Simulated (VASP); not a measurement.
Input of a VASP 6.6.1 run:

INCAR

```
SYSTEM = Gd
ALGO     = Normal         ! electronic algorithm
EDIFF    = 1E-6           ! SCF threshold, eV
EDIFFG   = -0.01          ! ionic threshold
ENCUT    = 600            ! plane-wave cutoff, eV
GGA      = PS             ! functional
IBRION   = 2              ! ionic algorithm
ISIF     = 8              ! what is computed and relaxed
ISMEAR   = -1             ! smearing method
ISPIN    = 2              ! spin polarisation
LASPH    = .TRUE.         ! aspherical terms in the spheres
LCHARG   = .FALSE.        ! write CHGCAR
LMAXMIX  = 6              ! l up to which the mixer works
LORBIT   = 11             ! projections on sites
LREAL    = .FALSE.        ! projectors in reciprocal space
LWAVE    = .FALSE.        ! write WAVECAR
MAGMOM   = 7 7            ! initial moments
NELM     = 150            ! most SCF steps
NSW      = 80             ! ionic steps
PREC     = Accurate       ! precision mode
SIGMA    = 0.1            ! smearing width, eV
```

The input KPOINTS:

```
k-points
0
G
  8 8 5
  0 0 0
```

File POSCAR:

```
Gd
1.0
    3.6360000000      0.0000000000      0.0000000000
   -1.8180000000      3.1488683682      0.0000000000
    0.0000000000      0.0000000000      5.7826000000
Gd
2
Direct
    0.3333330000      0.6666670000      0.2500000000
    0.6666670000      0.3333330000      0.7500000000
```

Potentials or basis: VASP PAW PBE potentials, release 64 (Gd).

The run is started by

```sh
$ cat potpaw_PBE.64/Gd/POTCAR > POTCAR
$ mpirun -np 1 vasp_std > vasp.out
```

Question: Estimate the relaxed cell.

Answer: a = 3.571 Å, b = 3.571 Å, c = 5.679 Å, α = 90.00°, β = 90.00°, γ = 120.00°.

Question: What does it give for the space group after relaxing (to 0.1 Å)?

Answer: P6_3/mmc (No. 194).

Question: Estimate the net moment.

Answer: 15.06 μB per cell.

Question: What does it give for the site moments?

Answer: Gd +6.96 μB.

The path:
| step | energy change (eV) | largest force (eV/Å) | pressure (GPa) | volume (Å³) |
| --- | --- | --- | --- | --- |
| 1 | 0.0000 | 0.0000 | -1.53 | 66.21 |
| 2 | -0.0170 | 0.0000 | -0.26 | 63.23 |
| 3 | -0.0171 | 0.0000 | 0.04 | 62.71 |

Caveat: the PAW data sets were made with another functional, which shifts forces and pressure a little; semilocal functionals describe open f shells poorly, which spoils levels, moments and volumes. The state reached can hang on the start; a lower one may exist.
